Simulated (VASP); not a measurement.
# BiTe in VASP: a series of runs, part 3 of 3

VASP 6.6.1.

### 5 Electric field gradients, LDA (equal xx and yy strain of +2 %)

INCAR reads:

```
PREC = Accurate
ENCUT = 520
EDIFF = 1E-8
ISMEAR = -1
SIGMA = 0.08
LREAL = False
LASPH = True
NELM = 80
ALGO = Normal
ISIF = 2
LWAVE = False
LCHARG = False
LEFG = True
NBANDS = 18
```

KPOINTS reads:

```
regular mesh
0
Gamma
  10 10 10
```

POSCAR reads:

```
BiTe
1.0
    0.0000000000      3.2997000000      3.2350000000
    3.2997000000      0.0000000000      3.2350000000
    3.2997000000      3.2997000000      0.0000000000
Bi Te
1 1
Direct
    0.0000000000      0.0000000000      0.0000000000
    0.5000000000      0.5000000000      0.5000000000
```

Potentials or basis: VASP PAW LDA potentials, release 64 (Bi_d, Te).

The run is started by

```console
> cat potpaw_LDA.64/Bi_d/POTCAR potpaw_LDA.64/Te/POTCAR > POTCAR
> mpirun -np 1 vasp_std > vasp.out
```

OUTCAR:

```text
PREC = Accurate
   ENCUT = 520
   EDIFF = 1E-8
   ISMEAR = -1
   LREAL = False
   LASPH = True
   NELM = 80
   ISIF = 2

 ion  position               nearest neighbor table
   1  0.000  0.000  0.000-   2 3.23   2 3.23   2 3.30   2 3.30   2 3.30   2 3.30
   2  0.500  0.500  0.500-   1 3.23   1 3.23   1 3.30   1 3.30   1 3.30   1 3.30

  LATTYP: Found a body centered tetragonal cell.
 ALAT       =     4.6664804918
 C/A-ratio  =     1.3864838847

  Lattice vectors:

 A1 = (   0.0000000000,  -3.2997000000,  -3.2350000000)
 A2 = (   0.0000000000,   3.2997000000,  -3.2350000000)
 A3 = (   3.2997000000,   0.0000000000,   3.2350000000)

Analysis of symmetry for initial positions (statically):
=====================================================================
 Subroutine PRICEL returns:
 Original cell was already a primitive cell.

 Routine SETGRP: Setting up the symmetry group for a
 body centered tetragonal supercell.

 Subroutine GETGRP returns: Found 16 space group operations
 (whereof 16 operations were pure point group operations)
[... 693 lines left out ...]
     3.299700000  0.000000000  3.235000000     0.151528927 -0.151528927  0.154559505
     3.299700000  3.299700000  0.000000000     0.151528927  0.151528927 -0.154559505

 POSITION                                       TOTAL-FORCE (eV/Angst)
 -----------------------------------------------------------------------------------
      0.00000      0.00000      0.00000         0.000000     -0.000000      0.000000
      3.29970      3.29970      3.23500        -0.000000      0.000000      0.000000
 -----------------------------------------------------------------------------------
    total drift:                               -0.000000      0.000000      0.000000

  FREE ENERGIE OF THE ION-ELECTRON SYSTEM (eV)
  ---------------------------------------------------
  free  energy   TOTEN  =        -8.4392945016 eV

  energy  without entropy=       -8.4080862013  energy(sigma->0) =       -8.42369035

 Electric field gradients (V/A^2)
---------------------------------------------------------------------
 ion       V_xx      V_yy      V_zz      V_xy      V_xz      V_yz
---------------------------------------------------------------------
   1     -16.322   -16.322    32.644     0.001     0.001     0.001
   2      -3.460    -3.460     6.919    -0.000    -0.000    -0.000
---------------------------------------------------------------------

 Electric field gradients after diagonalization (V/A^2)
 (convention: |V_zz| > |V_xx| > |V_yy|)
----------------------------------------------------------------------
 ion       V_xx      V_yy      V_zz     asymmetry (V_yy - V_xx)/ V_zz
----------------------------------------------------------------------
   1     -16.323   -16.321    32.644       0.000
   2      -3.460    -3.459     6.919       0.000
----------------------------------------------------------------------

           NMR quadrupolar parameters

 Cq : quadrupolar parameter    Cq=e*Q*V_zz/h
 eta: asymmetry parameters     (V_yy - V_xx)/ V_zz
 Q  : nuclear electric quadrupole moment in mb (millibarn)
----------------------------------------------------------------------
 ion       Cq(MHz)       eta       Q (mb)
----------------------------------------------------------------------
   1       0.079       0.000       1.000
   2       0.017       0.000       1.000
----------------------------------------------------------------------
```

OSZICAR:

```text
N       E                     dE             d eps       ncg     rms          rms(c)
DAV:   1     0.157236434603E+03    0.15724E+03   -0.97128E+03  3672   0.111E+03
DAV:   2     0.360419540124E+01   -0.15363E+03   -0.14972E+03  3960   0.302E+02
DAV:   3    -0.812410793217E+01   -0.11728E+02   -0.11607E+02  4402   0.886E+01
DAV:   4    -0.846428929700E+01   -0.34018E+00   -0.33950E+00  4518   0.163E+01
DAV:   5    -0.847933125975E+01   -0.15042E-01   -0.15041E-01  5060   0.324E+00    0.587E+00
DAV:   6    -0.844103920290E+01    0.38292E-01   -0.11191E-01  5320   0.204E+00    0.363E+00
DAV:   7    -0.843974574700E+01    0.12935E-02   -0.20764E-02  4178   0.747E-01    0.696E-01
DAV:   8    -0.843927592440E+01    0.46982E-03   -0.28376E-03  4684   0.367E-01    0.954E-02
DAV:   9    -0.843929595541E+01   -0.20031E-04   -0.34382E-04  4168   0.106E-01    0.535E-02
DAV:  10    -0.843929567750E+01    0.27791E-06   -0.14825E-05  4782   0.225E-02    0.368E-02
DAV:  11    -0.843929481220E+01    0.86530E-06   -0.77492E-06  4626   0.167E-02    0.136E-02
DAV:  12    -0.843929453197E+01    0.28024E-06   -0.97430E-07  4438   0.857E-03    0.214E-03
DAV:  13    -0.843929450429E+01    0.27675E-07   -0.17501E-07  5370   0.311E-03    0.205E-03
DAV:  14    -0.843929450163E+01    0.26575E-08   -0.80945E-08  4702   0.188E-03
   1 F= -.84392945E+01 E0= -.84236904E+01  d E =-.312083E-01
```

stdout:

```text
POSCAR found type information on POSCAR BiTe
 POSCAR found :  2 types and       2 ions
 scaLAPACK will be used
 LDA part: xc-table for (Slater(with rela. corr.)+CA(PZ))
 , standard interpolation
 POSCAR, INCAR and KPOINTS ok, starting setup
 FFT: planning ... GRIDC
 FFT: planning ... GRID_SOFT
 FFT: planning ... GRID
 WAVECAR not read
 entering main loop
ion   1

ion   2
```

It took 92 s on 1 thread of AMD EPYC 9R45 (Zen 5), shared host; peak memory 0.23 GiB.

Results:

- Free energy: -8.4393 eV
- Pressure: -4.3 GPa

Electric field gradients, principal values (V/Å²):
| atom | least | middle | greatest (by size) |
| --- | --- | --- | --- |
| 1 Bi | -16.321 | -16.323 | 32.644 |
| 2 Te | -3.459 | -3.460 | 6.919 |

Caveat: the cell differs from its parent crystal (equal xx and yy strain of +2 %); without QUAD_EFG the Cq values of the log hold for a quadrupole moment of 1 mb, not for the nuclei; spin-orbit coupling is left out, which moves the levels of the heavy elements.

### 6 The runs side by side

```tsv
cell	gap on the mesh (eV)	pressure (GPa)
a = 4.635 Å, angles 60.0°, 2 atoms	none	-4.3
a = 4.552, b = 4.552, c = 4.529 Å, angles 60.2, 60.2, 59.7°, 2 atoms	none	-1.8
a = 4.621, b = 4.621, c = 4.666 Å, angles 59.7, 59.7, 60.7°, 2 atoms	none	-4.3
```

Alike in all rows: task electric field gradients; level LDA; potentials or basis VASP PAW LDA potentials, release 64 (Bi_d, Te); no spin polarisation; k mesh 10 × 10 × 10; cutoff (eV) 520; smearing fermi-dirac 0.08 eV.

Caveats: spin-orbit coupling is left out, which moves the levels of the heavy elements.

Total energies depend on the potentials used, so only differences within one code and one set of settings carry meaning.
